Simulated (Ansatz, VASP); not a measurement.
## Two plane-wave programs on BAs

```
B As
1.0
     0.00000    2.40454    2.40454
     2.40454    0.00000    2.40454
     2.40454    2.40454    0.00000
B As
1 1
Direct
  0.00000 0.00000 0.00000
  0.25000 0.25000 0.25000
```

Alike in both runs: functional PBE; k mesh 10 × 10 × 10; occupations gaussian, width 0.02 eV; no spin polarisation.

Ansatz relaxed the structure, and its values are those at the end. VASP's run is a single point on that final structure, the one shown.

|  | VASP | Ansatz |
| --- | --- | --- |
| version | VASP 6.6.1 | Ansatz 0.2.0 |
| potentials or method | VASP PAW PBE potentials, release 64 (B, As), cutoff 500 eV | scalar-relativistic, plane waves, PAW |
| valence electrons in the cell | 8 | 18 |

Ansatz gave:

```
gap on the k mesh at the Fermi level (eV) : 1.20
least direct gap on the mesh (eV)         : 3.25
pressure (GPa)                            : 0.0
```

Problem. What did VASP give for the same quantities?

Solution. gap on the k mesh at the Fermi level (eV): 1.20; least direct gap on the mesh (eV): 3.25; pressure (GPa): 0.6.

The functional is the same, so the differences come from potentials, cutoffs and numerics. VASP's potentials hold 8 valence electrons a cell and Ansatz's 18, so a difference there can come from the potentials and not from the codes.
